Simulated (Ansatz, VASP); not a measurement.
**Ge: VASP beside Ansatz**

```
Ge
1.0
     3.90505    0.00000    0.00000
     0.00000    6.49570    0.00000
     0.00000    0.00000    7.04232
Ge
8
Direct
  0.11603 0.56806 0.15714
  0.11603 0.93194 0.65714
  0.61603 0.06806 0.84286
  0.38397 0.93194 0.15714
  0.88397 0.06806 0.34286
  0.88397 0.43194 0.84286
  0.61603 0.43194 0.34286
  0.38397 0.56806 0.65714
```

Alike in both runs: functional PBE; k mesh 6 × 4 × 4; occupations gaussian, width 0.1 eV; no spin polarisation.

Ansatz relaxed the structure, and its values are those at the end. VASP's run is a single point on that final structure, the one shown.

|  | VASP | Ansatz |
| --- | --- | --- |
| version | VASP 6.6.1 | Ansatz 0.2.0 |
| potentials or method | VASP PAW PBE potentials, release 64 (Ge_d), cutoff 520 eV | scalar-relativistic, plane waves, PAW |
| valence electrons in the cell | 112 | 112 |

```csv
,VASP,Ansatz,Ansatz less VASP
gap on the k mesh at the Fermi level (eV),none,none,-
pressure (GPa),0.1,0.1,+0.02
rms of the force components (eV/Å),0.007,0.006,-0.0009
```

A gap of «none» marks a metal or a gap that the smearing closes. With one functional, cell and mesh, what is left measures potentials, basis and numerics.
